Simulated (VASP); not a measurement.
# Si16O (a cell with a defect) in VASP: single point with PBE+D3(BJ)

Aim: the single point of Si16O (a cell with a defect) with PBE+D3(BJ).

Everything below comes from runs of VASP 6.6.1. Logs are shortened: lines on timing, memory, paths and dates and some standing lists are left out, and cuts for length are marked.

**1. The cell of the first run**

The cell holds a defect, 17 atoms: a = 7.679 Å, b = 7.679 Å, c = 7.679 Å, α = 60.00°, β = 60.00°, γ = 60.00°.

**2. Single point, PBE+D3(BJ), collinear spin, zero start**

INCAR reads:

```
PREC = Accurate
ENCUT = 520
EDIFF = 1E-7
ISMEAR = -1
SIGMA = 0.05
LREAL = Auto
LASPH = True
NELM = 150
ALGO = Normal
ISIF = 2
LWAVE = False
LCHARG = False
ISPIN = 2
MAGMOM = 0 0 0 0 0 0 0 0 0 0 0 0 0 0 0 0 0
LORBIT = 11
GGA = PE
IVDW = 12
NBANDS = 53
```

KPOINTS reads:

```
Automatic mesh
0
Gamma
  2 2 2
```

POSCAR reads:

```
Si16O
1.0
    0.0000000000      5.4300000000      5.4300000000
    5.4300000000      0.0000000000      5.4300000000
    5.4300000000      5.4300000000      0.0000000000
Si O
16 1
Direct
    0.0032749540     -0.0044918969      0.0011290976
    0.1224763352      0.1238197974      0.1294102210
    0.0097742173      0.0400764273      0.5045027624
    0.1439174033      0.1523288214      0.6296715470
   -0.0183415285      0.4952603131     -0.0272560773
    0.1156303867      0.6203917127      0.0852049724
   -0.0116311234      0.5085821363      0.4562112339
    0.1366782689      0.6690274401      0.6164893186
    0.4973532228      0.0022344383      0.0008779006
    0.6283491713      0.1239941068      0.1226178637
    0.5175531308      0.0016288214      0.4967853591
    0.6367744015      0.1279427256      0.6267585635
    0.4887313996      0.4981227440     -0.0028875691
    0.6080583794      0.6280913444      0.1233259669
    0.5021093923      0.5014191529      0.4993198895
    0.6229657459      0.6257038674      0.6236082873
    0.0626484346      0.6900000000      0.4350097606
```

Potentials or basis: VASP PAW PBE potentials, release 64 (Si, O).

On the command line:

```
cat potpaw_PBE.64/Si/POTCAR potpaw_PBE.64/O/POTCAR > POTCAR
mpirun -np 1 vasp_std > vasp.out
```

OUTCAR:

```text
PREC = Accurate
   ENCUT = 520
   EDIFF = 1E-7
   ISMEAR = -1
   LREAL = Auto
   LASPH = True
   NELM = 150
   ISIF = 2
   ISPIN = 2
   LORBIT = 11
   GGA = PE
   IVDW = 12
 IVDW          = 12

 ion  position               nearest neighbor table
   1  0.003  0.996  0.001-  10 2.35   4 2.35   2 2.36   6 2.38
   2  0.122  0.124  0.129-   9 2.35   5 2.35   1 2.36   3 2.38
   3  0.010  0.040  0.505-   8 2.33   4 2.33  12 2.36   2 2.38
   4  0.144  0.152  0.630-   7 2.32   3 2.33   1 2.35  11 2.35
   5  0.982  0.495  0.973-   8 2.32   6 2.33   2 2.35  14 2.35
   6  0.116  0.620  0.085-   7 2.33   5 2.33  13 2.36   1 2.38
   7  0.988  0.509  0.456-  17 1.66  16 2.32   4 2.32   6 2.33   8 2.94
   8  0.137  0.669  0.616-  17 1.66  15 2.32   5 2.32   3 2.33   7 2.94
   9  0.497  0.002  0.001-  10 2.35  12 2.35  14 2.35   2 2.35
  10  0.628  0.124  0.123-   9 2.35  13 2.35  11 2.35   1 2.35
  11  0.518  0.002  0.497-  10 2.35  12 2.35   4 2.35  16 2.36
  12  0.637  0.128  0.627-  15 2.34   9 2.35  11 2.35   3 2.36
  13  0.489  0.498  0.997-  16 2.34  10 2.35  14 2.35   6 2.36
  14  0.608  0.628  0.123-   9 2.35   5 2.35  13 2.35  15 2.36
  15  0.502  0.501  0.499-   8 2.32  16 2.32  12 2.34  14 2.36
  16  0.623  0.626  0.624-   7 2.32  15 2.32  13 2.34  11 2.36
  17  0.063  0.690  0.435-   8 1.66   7 1.66

  LATTYP: Found a face centered cubic cell.
 ALAT       =    10.8600000000

  Lattice vectors:

 A1 = (   0.0000000000,   5.4300000000,   5.4300000000)
 A2 = (   5.4300000000,   0.0000000000,   5.4300000000)
 A3 = (   5.4300000000,   5.4300000000,   0.0000000000)

Analysis of symmetry for initial positions (statically):
=====================================================================
 Subroutine PRICEL returns:
 Original cell was already a primitive cell.

 Routine SETGRP: Setting up the symmetry group for a
 face centered cubic supercell.

 Subroutine GETGRP returns: Found  1 space group operations
 (whereof  1 operations were pure point group operations)
 out of a pool of 48 trial point group operations.

The static configuration has the point symmetry C_1 .

Analysis of symmetry for dynamics (positions and initial velocities):
=====================================================================
 Subroutine PRICEL returns:
 Original cell was already a primitive cell.

 Routine SETGRP: Setting up the symmetry group for a
 face centered cubic supercell.

 Subroutine GETGRP returns: Found  1 space group operations
 (whereof  1 operations were pure point group operations)
 out of a pool of 48 trial point group operations.

The dynamic configuration has the point symmetry C_1 .

Analysis of structural, dynamic, and magnetic symmetry:
=====================================================================
 Subroutine PRICEL returns:
 Original cell was already a primitive cell.

 Routine SETGRP: Setting up the symmetry group for a
 face centered cubic supercell.

 Subroutine GETGRP returns: Found  1 space group operations
 (whereof  1 operations were pure point group operations)
 out of a pool of 48 trial point group operations.

The overall configuration has the point symmetry C_1 .

 Subroutine INISYM returns: Found  1 space group operations
 (whereof  1 operations are pure point group operations),
 and found     1 'primitive' translations

----------------------------------------------------------------------------------------

                                     Primitive cell

  volume of cell :     320.2060

  direct lattice vectors                    reciprocal lattice vectors
     0.000000000  5.430000000  5.430000000    -0.092081031  0.092081031  0.092081031
     5.430000000  0.000000000  5.430000000     0.092081031 -0.092081031  0.092081031
     5.430000000  5.430000000  0.000000000     0.092081031  0.092081031 -0.092081031

  length of vectors
     7.679179644  7.679179644  7.679179644     0.159489025  0.159489025  0.159489025

  position of ions in fractional coordinates (direct lattice)
     0.003274954  0.995508103  0.001129098
     0.122476335  0.123819797  0.129410221
     0.009774217  0.040076427  0.504502762
     0.143917403  0.152328821  0.629671547
     0.981658471  0.495260313  0.972743923
     0.115630387  0.620391713  0.085204972
[... 9 lines left out ...]
     0.622965746  0.625703867  0.623608287
     0.062648435  0.690000000  0.435009761

  ion indices of the primitive-cell ions
   primitive index   ion index
                 1           1
                 2           2
                 3           3
                 4           4
                 5           5
                 6           6
[... 9 lines left out ...]
                16          16
                17          17

----------------------------------------------------------------------------------------

 KPOINTS: Automatic mesh

Automatic generation of k-mesh.
 Grid dimensions read from file:
 generate k-points for:    2    2    2

 Generating k-lattice:

  Cartesian coordinates                     Fractional coordinates (reciprocal lattice)
    -0.046040516  0.046040516  0.046040516     0.500000000  0.000000000  0.000000000
     0.046040516 -0.046040516  0.046040516     0.000000000  0.500000000  0.000000000
     0.046040516  0.046040516 -0.046040516     0.000000000  0.000000000  0.500000000

  Length of vectors
     0.079744512  0.079744512  0.079744512

  Shift w.r.t. Gamma in fractional coordinates (k-lattice)
     0.000000000  0.000000000  0.000000000

 Subroutine IBZKPT returns following result:
 ===========================================

 Found      8 irreducible k-points:

 Following reciprocal coordinates:
            Coordinates               Weight
  0.000000  0.000000  0.000000      1.000000
  0.500000  0.000000  0.000000      1.000000
  0.000000  0.500000  0.000000      1.000000
  0.000000  0.000000  0.500000      1.000000
  0.500000  0.500000  0.500000      1.000000
  0.500000  0.500000  0.000000      1.000000
  0.000000  0.500000  0.500000      1.000000
  0.500000  0.000000  0.500000      1.000000
   k-points           NKPTS =      8   k-points in BZ     NKDIM =      8   number of bands    NBANDS=     53
   number of dos      NEDOS =    301   number of ions     NIONS =     17
   total plane-waves  NPLWV = 216000
   dimension x,y,z NGX =    60 NGY =   60 NGZ =   60
   dimension x,y,z NGXF=   120 NGYF=  120 NGZF=  120
   ions per type =              16   1
   NGX,Y,Z   is equivalent  to a cutoff of  12.99, 12.99, 12.99 a.u.
   NGXF,Y,Z  is equivalent  to a cutoff of  25.98, 25.98, 25.98 a.u.
 SYSTEM =  unknown system
   PREC   = accura    normal or accurate (medium, high low for compatibility)
   ISTART =      0    job   : 0-new  1-cont  2-samecut
   ICHARG =      2    charge: 1-file 2-atom 10-const
   ISPIN  =      2    spin polarized calculation?
   LNONCOLLINEAR =      F non collinear calculations
   LSORBIT =      F    spin-orbit coupling
   LASPH  =      T    aspherical Exc in radial PAW
   ENCUT  =  520.0 eV  38.22 Ry    6.18 a.u.  14.28 14.28 14.28*2*pi/ulx,y,z
   NELM   =    150;   NELMIN=  2; NELMDL= -5     # of ELM steps
   EDIFF  = 0.1E-06   stopping-criterion for ELM
   LREAL  =      T    real-space projection
   EDIFFG = 0.1E-05   stopping-criterion for IOM
   NSW    =      0    number of steps for IOM
   IBRION =     -1    ionic relax: 0-MD 1-quasi-New 2-CG
   NFREE  =      0    steps in history (QN), initial steepest desc. (CG)
   ISIF   =      2    stress and relaxation
   ISYM   =      2    0-nonsym 1-usesym 2-fastsym
   POTIM  = 0.5000    time-step for ionic-motion
   TEBEG  =    0.0;   TEEND  =   0.0 temperature during run
   PSTRESS=    0.0 pullay stress
   NELECT =      70.0000    total number of electrons
   NUPDOWN=      -1.0000    fix difference up-down
   EMIN   =  10.00;   EMAX   =-10.00  energy-range for DOS
   EFERMI =   0.00;   METHOD = LEGACY
   ISMEAR =    -1;   SIGMA  =   0.05  broadening in eV -4-tet -1-fermi 0-gaus
   EFERMI_NEDOS =   21; number of points for ismear=-14 and -15
   IALGO  =     38    algorithm
   IMIX   =      4    mixing-type and parameters
     AMIX     =   0.40;   BMIX     =  1.00
     AMIX_MAG =   1.60;   BMIX_MAG =  1.00
  volume/ion in A,a.u.               =      18.84       127.11
  Fermi-wavevector in a.u.,A,eV,Ry     =   0.986199  1.863645 13.232857  0.972588
  Thomas-Fermi vector in A             =   2.117562
   LORBIT       =     11    0 simple, 1 ext, 2 COOP (PROOUT), +10 PAW based schemes
   GGA     = PE    functional components
   LHFCALC =     F    Hartree Fock is set to
   AEXX    =    0.0000 exact exchange contribution
   IVDW    =    12    specifies the selected vdW correction
   LEPSILON=     F    determine dielectric tensor
   LRPA    =     F    only Hartree local field effects (RPA)
 spin polarized calculation
  energy-cutoff  :      520.00
  volume of cell :      320.21
 maximum number of plane-waves:      8646
 NGX is ok and might be reduce to    60
   NGX = 29   NGY = 29   NGZ = 29

 number of electron      70.0000001 magnetization       0.0000000

 number of electron      70.0000001 magnetization      -0.0000000

 Free energy of the ion-electron system (eV)
  ---------------------------------------------------
  ext. energy  EPLUGINS =         0.00000000
  ---------------------------------------------------
  free energy    TOTEN  =       -92.69587990 eV

  energy without entropy =      -92.69451461  energy(sigma->0) =      -92.69519725

 E-fermi :   6.1393     XC(G=0):  -9.5328

 val. band max:        5.8803855553   @ k =   0.0000   0.0000   0.0000
 cond. band min:       6.3756889429   @ k =   0.0000   0.0000   0.0000
 fundamental gap:      0.4953033877
 Fermi energy:         6.1392889680

 spin component 1

 k-point     1 :       0.0000    0.0000    0.0000
  band No.  band energies     occupation
      1     -14.4486      1.00000
      2      -5.8111      1.00000
      3      -4.3867      1.00000
      4      -3.6894      1.00000
      5      -3.6660      1.00000
      6      -3.3249      1.00000
[... 39 lines left out ...]
     46       8.6619      0.00000
     47       8.6979      0.00000
[... 308 lines left out ...]
      6      -3.9621      1.00000
[... 39 lines left out ...]
     46      10.1985      0.00000
     47      10.4741      0.00000
 Fermi energy:         6.1392889680

 spin component 2

 k-point     1 :       0.0000    0.0000    0.0000
  band No.  band energies     occupation
      1     -14.4486      1.00000
      2      -5.8111      1.00000
      3      -4.3867      1.00000
      4      -3.6894      1.00000
      5      -3.6660      1.00000
      6      -3.3249      1.00000
[... 39 lines left out ...]
     46       8.6619      0.00000
     47       8.6979      0.00000
[... 308 lines left out ...]
      6      -3.9621      1.00000
[... 39 lines left out ...]
     46      10.1985      0.00000
     47      10.4741      0.00000
 [bands above 47 left out]

------------------------ aborting loop because EDIFF is reached ----------------------------------------

 Edisp (eV)   -5.21755

 E8    (eV) :    -2.1449

  FORCE on cell =-STRESS in cart. coord.  units (eV):
  Direction    XX          YY          ZZ          XY          YZ          ZX
  --------------------------------------------------------------------------------------
  -------------------------------------------------------------------------------------
  Total       3.82427     3.20543     3.20331     2.31031     3.01417     2.30574
  in kB      19.13507    16.03864    16.02802    11.55983    15.08162    11.53694
  external pressure =       17.07 kB  Pullay stress =        0.00 kB

 VOLUME and BASIS-vectors are now :
 -----------------------------------------------------------------------------
  energy-cutoff  :      520.00
  volume of cell :      320.21
      direct lattice vectors                 reciprocal lattice vectors
     0.000000000  5.430000000  5.430000000    -0.092081031  0.092081031  0.092081031
     5.430000000  0.000000000  5.430000000     0.092081031 -0.092081031  0.092081031
     5.430000000  5.430000000  0.000000000     0.092081031  0.092081031 -0.092081031

 POSITION                                       TOTAL-FORCE (eV/Angst)
 -----------------------------------------------------------------------------------
      5.41174      0.02391      5.42339        -0.000788     -0.001219     -0.001546
      1.37504      1.36774      1.33739         0.003375     -0.002165     -0.003726
      2.95707      2.79252      0.27069        -0.007382      0.003438      0.000145
      4.24626      4.20059      1.60862         0.000161     -0.005316     -0.003778
      7.97126     10.61241      8.01967         0.003543      0.003878      0.003793
      3.83139      1.09054      3.99660        -0.000691     -0.001542      0.001873
[... 9 lines left out ...]
      6.78377      6.76890      6.78028        -0.003338      0.006106     -0.000595
      6.10880      2.70228      4.08688         0.002619     -0.027314      0.023353
 -----------------------------------------------------------------------------------
    total drift:                               -0.001021      0.004537     -0.001111

  FREE ENERGIE OF THE ION-ELECTRON SYSTEM (eV)
  ---------------------------------------------------
  free  energy   TOTEN  =       -97.9134277198 eV

  energy  without entropy=      -97.9120624267  energy(sigma->0) =      -97.91274507

 total charge

# of ion       s       p       d       tot
------------------------------------------
    1        0.744   0.936   0.000   1.681
    2        0.744   0.936   0.000   1.681
    3        0.749   0.956   0.000   1.705
    4        0.745   0.969   0.000   1.714
    5        0.745   0.969   0.000   1.714
    6        0.749   0.955   0.000   1.705
[... 9 lines left out ...]
   16        0.744   0.977   0.000   1.722
   17        1.576   3.598   0.000   5.174
--------------------------------------------------
tot         13.462  18.890   0.000  32.352

 magnetization (x)

# of ion       s       p       d       tot
------------------------------------------
    1       -0.000  -0.000   0.000  -0.000
    2       -0.000  -0.000   0.000  -0.000
    3       -0.000   0.000   0.000  -0.000
    4       -0.000  -0.000   0.000  -0.000
    5       -0.000  -0.000   0.000  -0.000
    6       -0.000  -0.000   0.000  -0.000
[... 9 lines left out ...]
   16       -0.000  -0.000   0.000  -0.000
   17       -0.000   0.000   0.000   0.000
--------------------------------------------------
tot         -0.000  -0.000   0.000  -0.000
```

Wall time 7.6 min (1 thread of Intel Xeon Platinum 8488C (Sapphire Rapids), shared host); peak memory 0.72 GiB.

Results:

```
Free energy                                           : -97.9134 eV
Pressure                                              : 1.7 GPa
Largest force                                         : 0.073 eV/Å
Band gap on the k mesh                                : 0.50 eV
Net moment                                            : 0.00 μB per cell
Valence electrons inside the program's atomic spheres : Si 1.68, 1.71, 1.69, 1.70, 1.72 (each value once); O 5.17
Dispersion energy per atom                            : -0.307 eV
```

Forces in eV/Å, atoms in the order of the input:
```
Si  -0.001 -0.001 -0.002
Si   0.003 -0.002 -0.004
Si  -0.007  0.003  0.000
Si   0.000 -0.005 -0.004
Si   0.004  0.004  0.004
Si  -0.001 -0.002  0.002
Si  -0.042 -0.026 -0.050
Si   0.037  0.053  0.033
Si   0.000  0.000  0.002
Si   0.000  0.001  0.002
Si   0.002 -0.002 -0.001
Si   0.000 -0.002 -0.001
Si   0.000 -0.002 -0.001
Si   0.001 -0.001 -0.003
Si   0.006  0.001 -0.002
Si  -0.003  0.006 -0.001
O    0.003 -0.027  0.023
```

Levels at points of the mesh, in eV from the valence-band top:
Spin up:
| k point | band 31 | band 32 | band 33 | band 34 | band 35 | band 36 | band 37 | band 38 | band 39 | band 40 |
| --- | --- | --- | --- | --- | --- | --- | --- | --- | --- | --- |
| (0.00, 0.00, 0.00) | -0.96 | -0.92 | -0.32 | -0.06 | 0.00 | 0.50 | 0.79 | 0.82 | 0.99 | 1.18 |
| (0.50, 0.00, 0.00) | -1.47 | -1.22 | -0.75 | -0.63 | -0.56 | 1.21 | 1.47 | 1.62 | 1.67 | 1.73 |
| (0.00, 0.50, 0.00) | -1.45 | -1.21 | -0.80 | -0.61 | -0.54 | 1.32 | 1.43 | 1.60 | 1.71 | 1.80 |
| (0.00, 0.00, 0.50) | -1.45 | -1.22 | -0.80 | -0.61 | -0.54 | 1.32 | 1.43 | 1.60 | 1.71 | 1.80 |
| (0.50, 0.50, 0.50) | -1.41 | -0.75 | -0.67 | -0.66 | -0.07 | 1.16 | 1.46 | 1.55 | 1.56 | 1.72 |
| (0.50, 0.50, 0.00) | -1.50 | -1.43 | -1.26 | -1.18 | -0.50 | 1.28 | 1.47 | 2.33 | 2.41 | 2.51 |
| (0.00, 0.50, 0.50) | -1.44 | -1.36 | -1.33 | -1.02 | -0.94 | 1.43 | 1.48 | 2.31 | 2.41 | 2.55 |
| (0.50, 0.00, 0.50) | -1.50 | -1.43 | -1.26 | -1.18 | -0.50 | 1.28 | 1.47 | 2.33 | 2.41 | 2.51 |
Spin down:
```tsv
k point	band 33	band 34	band 35	band 36	band 37	band 38
(0.00, 0.00, 0.00)	-0.32	-0.06	0.00	0.50	0.79	0.82
(0.50, 0.00, 0.00)	-0.75	-0.63	-0.56	1.21	1.47	1.62
(0.00, 0.50, 0.00)	-0.80	-0.61	-0.54	1.32	1.43	1.60
(0.00, 0.00, 0.50)	-0.80	-0.61	-0.54	1.32	1.43	1.60
(0.50, 0.50, 0.50)	-0.67	-0.66	-0.07	1.16	1.46	1.55
(0.50, 0.50, 0.00)	-1.26	-1.18	-0.50	1.28	1.47	2.33
(0.00, 0.50, 0.50)	-1.33	-1.02	-0.94	1.43	1.48	2.31
(0.50, 0.00, 0.50)	-1.26	-1.18	-0.50	1.28	1.47	2.33
```

Caveat: the k points lie up to 0.50 Å⁻¹ apart.
